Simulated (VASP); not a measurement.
## Li2BeS3: relaxation of cell and atoms with PBE

The system is Li2BeS3.

```xyz
6
Lattice="3.4139 0.0000 0.0000 -1.7070 2.9565 0.0000 0.0000 0.0000 8.3623" Properties=species:S:1:pos:R:3 pbc="T T T"
Li    0.0000    1.9710    5.5749
Li    1.7070    0.9855    2.7874
Be    0.0000    0.0000    0.0000
S     0.0000    0.0000    4.1812
S     0.0000    1.9710    1.3937
S     1.7070    0.9855    6.9686
```

| Quantity | Value |
| --- | --- |
| Program | VASP 6.6.1 |
| Task | relaxation of cell and atoms |
| Functional | PBE |
| Potentials or basis | VASP PAW PBE potentials, release 64 (Li_sv, Be, S) |
| Cutoff | 600 eV |
| k mesh | 6 × 6 × 2 |
| Occupations | gaussian, width 0.1 eV |
| Spin | no spin polarisation |
| Dipole correction | no |
| Further INCAR settings | ALGO = Normal; EDIFF = 1e-06; IBRION = 2; EDIFFG = -0.04; NSW = 90; ISIF = 3 |

```json
{
  "Relaxed volume": "14.32 Å³/atom",
  "Relaxed cell": "a = 3.197 Å, b = 3.197 Å, c = 9.704 Å, α = 90.00°, β = 90.00°, γ = 120.00°",
  "Space group after relaxing (to 0.05 Å)": "P-3m1 (No. 164)",
  "Energy gained by relaxing": "128.5 meV/atom",
  "Ionic steps": "16",
  "Pressure after relaxing": "0.0 GPa",
  "Largest force after relaxing": "0.022 eV/Å",
  "Band gap on the k mesh": "zero (band 13 reaches 5.45 eV, above the bottom of band 14 at 2.85 eV)"
}
```

Forces on the atoms (eV/Å):
```
Li   0.000  0.000  0.022
Li   0.000  0.000 -0.022
Be   0.000  0.000  0.000
S    0.000  0.000  0.000
S    0.000  0.000  0.003
S    0.000  0.000 -0.003
```

Stress tensor (GPa, compression positive):
```
-0.17  0.00  0.00
 0.00 -0.17  0.00
 0.00  0.00  0.36
```

Step by step:
| step | energy change (eV) | largest force (eV/Å) | pressure (GPa) | volume (Å³) |
| --- | --- | --- | --- | --- |
| 1 | 0.0000 | 1.5815 | -0.33 | 84.40 |
| 2 | -0.2184 | 1.0343 | 0.27 | 84.04 |
| 3 | -0.3799 | 0.1137 | 2.05 | 83.47 |
| 4 | -0.3832 | 0.1309 | 2.46 | 83.37 |
| 5 | -0.4878 | 0.2807 | 0.27 | 86.69 |
| 6 | -0.5449 | 0.4812 | -2.36 | 91.91 |
| 7 | -0.6465 | 0.4013 | -2.56 | 91.77 |
| 8 | -0.6318 | 0.1583 | -2.47 | 90.95 |
| 9 | -0.6869 | 0.2541 | -2.62 | 91.50 |
| 10 | -0.7323 | 0.2948 | -0.93 | 88.37 |
| 11 | -0.7440 | 0.3241 | 0.60 | 85.95 |
| 12 | -0.7587 | 0.1782 | 0.33 | 85.77 |
| 13 | -0.7630 | 0.1279 | 0.13 | 85.61 |
| 14 | -0.7665 | 0.1006 | 0.03 | 85.76 |
| 15 | -0.7691 | 0.0440 | -0.13 | 86.08 |
| 16 | -0.7708 | 0.0224 | 0.00 | 85.90 |

Final structure:
```cif
data_structure
_symmetry_space_group_name_H-M 'P 1'
_symmetry_Int_Tables_number 1
_cell_length_a 3.1971
_cell_length_b 3.1971
_cell_length_c 9.7042
_cell_angle_alpha 90.000
_cell_angle_beta 90.000
_cell_angle_gamma 120.000
_cell_volume 85.90
loop_
_atom_site_label
_atom_site_type_symbol
_atom_site_fract_x
_atom_site_fract_y
_atom_site_fract_z
_atom_site_occupancy
Li1 Li 0.33333 0.66667 0.67678 1
Li2 Li 0.66667 0.33333 0.32322 1
Be1 Be 0.00000 0.00000 0.00000 1
S1 S 0.00000 0.00000 0.50000 1
S2 S 0.33333 0.66667 0.13581 1
S3 S 0.66667 0.33333 0.86419 1
```

Levels at points of the mesh, in eV from the Fermi level:
| k point | band 10 | band 11 | band 12 | band 13 | band 14 | band 15 |
| --- | --- | --- | --- | --- | --- | --- |
| (0.00, 0.00, 0.00) | 0.73 | 0.78 | 0.78 | 1.37 | 1.37 | 5.30 |
| (0.50, 0.00, 0.00) | -1.63 | -1.61 | -1.27 | 0.01 | 0.06 | 3.94 |
| (0.00, 0.00, 0.50) | 0.73 | 0.78 | 0.78 | 1.37 | 1.37 | 6.41 |
| (0.50, 0.00, 0.50) | -2.14 | -1.60 | -0.59 | -0.15 | 0.22 | 4.06 |

Run time: 7.8 min on 1 thread of AMD EPYC 7R43 64-Core Processor (Zen 3) (shared host), peak memory 0.19 GiB.

Caveat: the k points lie up to 0.38 Å⁻¹ apart in the final cell; the cutoff is under 1.25 times the usual one of these potentials, so pressure, stress and relaxed cells hold a basis-set (Pulay) error.
